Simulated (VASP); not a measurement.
The system is Sr.

```
CELL_PARAMETERS angstrom
0.00000 3.08239 3.08239
3.08239 0.00000 3.08239
3.08239 3.08239 0.00000
ATOMIC_POSITIONS crystal
Sr 0.00000 0.00000 0.00000
```

Base run:

* Program: VASP 6.6.1
* Functional: PBEsol
* Potentials or basis: VASP PAW PBE potentials, release 64 (Sr_sv)
* Cutoff: 520 eV
* k mesh: 8 × 8 × 8
* Occupations: fermi-dirac, width 0.05 eV
* Spin: no spin polarisation

Its results: band gap on the k mesh zero (band 5 reaches 1.40 eV, above the bottom of band 6 at 1.29 eV); pressure -1.2 GPa.

Task: The run is repeated on the same cell with these changes: functional from PBEsol to r2SCAN. What comes out?

Result: Band gap on the k mesh zero (band 5 reaches 1.53 eV, above the bottom of band 6 at 1.29 eV); pressure -0.4 GPa.

Caveats: the PAW data sets were made with another functional, which shifts forces and pressure a little.
